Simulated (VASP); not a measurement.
# As (Im-3m) in VASP: further runs, part 2 of 2

VASP 6.6.1. Earlier steps stand in the parts before.

## (5) Relaxation of cell and atoms, PBE, target pressure 56 GPa, at which the enthalpy is minimised

This run uses another cell than the first one, of 13.73 Å³/atom, 1.007 times its volume.

INCAR reads:

```
  PREC = Accurate
  ENCUT = 600
  EDIFF = 1E-7
  ISMEAR = -1
  SIGMA = 0.08
  LREAL = False
  LASPH = True
  NELM = 80
  ALGO = Normal
  ISIF = 3
  LWAVE = False
  LCHARG = False
  GGA = PE
  IBRION = 2
  NSW = 60
  EDIFFG = -0.005
  PSTRESS = 560.0
```

KPOINTS reads:

```
Automatic mesh
0
Gamma
  18 18 18
```

POSCAR reads:

```
As
1.0
   -1.5085545927      1.5085545927      1.5085545927
    1.5085545927     -1.5085545927      1.5085545927
    1.5085545927      1.5085545927     -1.5085545927
As
1
Direct
    0.0000000000      0.0000000000      0.0000000000
```

Potentials or basis: VASP PAW PBE potentials, release 64 (As).

On the command line:

```sh
> cat potpaw_PBE.64/As/POTCAR > POTCAR
> mpirun -np 1 vasp_std > vasp.out
```

OUTCAR:

```text
PREC = Accurate
   ENCUT = 600
   EDIFF = 1E-7
   ISMEAR = -1
   LREAL = False
   LASPH = True
   NELM = 80
   ISIF = 3
   GGA = PE
   IBRION = 2
   NSW = 60
   EDIFFG = -0.005
   PSTRESS = 560.0

 ion  position               nearest neighbor table
   1  0.000  0.000  0.000-

  LATTYP: Found a body centered cubic cell.
 ALAT       =     3.0171091854

  Lattice vectors:

 A1 = (  -1.5085545927,   1.5085545927,   1.5085545927)
 A2 = (   1.5085545927,  -1.5085545927,   1.5085545927)
 A3 = (   1.5085545927,   1.5085545927,  -1.5085545927)

Analysis of symmetry for initial positions (statically):
=====================================================================
 Subroutine PRICEL returns:
 Original cell was already a primitive cell.

 Routine SETGRP: Setting up the symmetry group for a
 body centered cubic supercell.

 Subroutine GETGRP returns: Found 48 space group operations
 (whereof 48 operations were pure point group operations)
 out of a pool of 48 trial point group operations.

The static configuration has the point symmetry O_h .

Analysis of symmetry for dynamics (positions and initial velocities):
=====================================================================
 Subroutine PRICEL returns:
 Original cell was already a primitive cell.

 Routine SETGRP: Setting up the symmetry group for a
 body centered cubic supercell.

 Subroutine GETGRP returns: Found 48 space group operations
 (whereof 48 operations were pure point group operations)
 out of a pool of 48 trial point group operations.

The dynamic configuration has the point symmetry O_h .

 Subroutine INISYM returns: Found 48 space group operations
 (whereof 48 operations are pure point group operations),
 and found     1 'primitive' translations

[... 113 lines left out ...]
  volume/ion in A,a.u.               =      13.73        92.67
  Fermi-wavevector in a.u.,A,eV,Ry     =   1.169007  2.209103 18.593416  1.366578
  Thomas-Fermi vector in A             =   2.305486
   LORBIT       =      0    0 simple, 1 ext, 2 COOP (PROOUT), +10 PAW based schemes
   GGA     = PE    functional components
   LHFCALC =     F    Hartree Fock is set to
   AEXX    =    0.0000 exact exchange contribution
   IVDW    =     0    specifies the selected vdW correction
   LEPSILON=     F    determine dielectric tensor
   LRPA    =     F    only Hartree local field effects (RPA)
 conjugate gradient relaxation of ions
 non-spin polarized calculation
  energy-cutoff  :      600.00
  volume of cell :       13.73
 maximum number of plane-waves:       470
 NGX is ok and might be reduce to    24
   NGX = 11   NGY = 11   NGZ = 11

--------------------------------------- Ionic step        1  -------------------------------------------

 number of electron       5.0000000 magnetization

 Free energy of the ion-electron system (eV)
  ---------------------------------------------------
  ext. energy  EPLUGINS =         0.00000000
  ---------------------------------------------------
  free energy    TOTEN  =        -3.55441851 eV

  energy without entropy =       -3.54498508  energy(sigma->0) =       -3.54970179

------------------------ aborting loop because EDIFF is reached ----------------------------------------

  FORCE on cell =-STRESS in cart. coord.  units (eV):
  Direction    XX          YY          ZZ          XY          YZ          ZX
  --------------------------------------------------------------------------------------
  -------------------------------------------------------------------------------------
  Total        4.7124353      4.7124353      4.7124353     -0.0000000     -0.0000000      0.0000000
  in kB      549.8103316    549.8103316    549.8103316     -0.0000000     -0.0000000      0.0000000
  external PRESSURE =     -10.1896684 kB  Pullay stress =     560.0000000 kB
[... 61 lines left out ...]
--------------------------------------- Ionic step        3  -------------------------------------------

 number of electron       5.0000000 magnetization

 Free energy of the ion-electron system (eV)
  ---------------------------------------------------
  ext. energy  EPLUGINS =         0.00000000
  ---------------------------------------------------
  free energy    TOTEN  =        -3.53709935 eV

  energy without entropy =       -3.52766112  energy(sigma->0) =       -3.53238023

 E-fermi :  10.8460     XC(G=0): -12.2878

 val. band max:       10.8139688463   @ k =   0.3333   0.1667   0.1111
 cond. band min:      10.8921054888   @ k =  -0.2222   0.2778   0.0556
 fundamental gap:      0.0781366425
 Fermi energy:        10.8460027452

 k-point     1 :       0.0000    0.0000    0.0000
  band No.  band energies     occupation
      1      -7.7828      2.00000
      2      20.0055      0.00000
      3      20.0055      0.00000
      4      20.0055      0.00000
      5      25.5659      0.00000
      6      25.5659      0.00000
[... 199 lines left out ...]
 k-point    24 :       0.3889    0.1111    0.0000
  band No.  band energies     occupation
      1      -1.1322      2.00000
      2       3.0738      2.00000
      3      11.7054      0.00004
      4      15.3811      0.00000
      5      20.8748      0.00000
      6      23.4999      0.00000

 [... further k-points ...]
[... 5 lines left out ...]
  --------------------------------------------------------------------------------------
  -------------------------------------------------------------------------------------
  Total        4.7833492      4.7833492      4.7833492     -0.0000000      0.0000000     -0.0000000
  in kB      560.1241640    560.1241640    560.1241640     -0.0000000      0.0000000     -0.0000000
  external PRESSURE =       0.1241640 kB  Pullay stress =     560.0000000 kB
[... 20 lines left out ...]
  energy  without entropy=       -3.5276611163  energy(sigma->0) =       -3.53238023

  enthalpy is  TOTEN    =         1.2451895441 eV   P V=        4.7822888920

 reached required accuracy - stopping structural energy minimisation
```

Wall time 11 s (1 thread of Intel Xeon 6975P-C (Granite Rapids), shared host); peak memory 0.15 GiB.

Results:

```yaml
Free_energy: -3.5371 eV
Relaxed_volume: 13.68 Å³/atom
Relaxed_cell: a = 2.610 Å, b = 2.610 Å, c = 2.610 Å, α = 109.47°, β = 109.47°, γ = 109.47°
Space_group_after_relaxing_to_0.05_Å: Im-3m (No. 229)
Energy_change_on_relaxing_the_enthalpy_is_what_falls: +17.3 meV/atom
Ionic_steps: 3
Pressure_after_relaxing: 56.0 GPa
```

Step by step:
```csv
step,energy change (eV),largest force (eV/Å),pressure (GPa),volume (Å³)
1,0.0000,0.0000,54.98,13.73
2,0.0612,0.0000,58.64,13.56
3,0.0173,0.0000,56.01,13.68
```

Final structure:
```
CELL_PARAMETERS angstrom
-1.50672 1.50672 1.50672
1.50672 -1.50672 1.50672
1.50672 1.50672 -1.50672
ATOMIC_POSITIONS crystal
As 0.00000 0.00000 0.00000
```

Caveat: the cell is relaxed towards a set pressure, so the enthalpy falls and the energy may rise.

## (6) Overview

```csv
task,cell,cutoff (eV),gap on the mesh (eV),pressure (GPa)
single point,"a = 2.606 Å, angles 109.5°, 1 atom",520,none,57.1
relaxation of cell and atoms,"relaxed to 56 GPa from a = 2.606 Å, angles 109.5°, 1 atom",600,none,56.0
relaxation of cell and atoms,"relaxed to 56 GPa from a = 2.613 Å, angles 109.5°, 1 atom",600,none,56.0
```

Alike in all rows: level PBE; potentials or basis VASP PAW PBE potentials, release 64 (As); no spin polarisation; k mesh 18 × 18 × 18; smearing fermi-dirac 0.08 eV.

Caveats: the cell is relaxed towards a set pressure, so the enthalpy falls and the energy may rise (some runs).

Absolute energies hang on the potentials; compare differences alone.
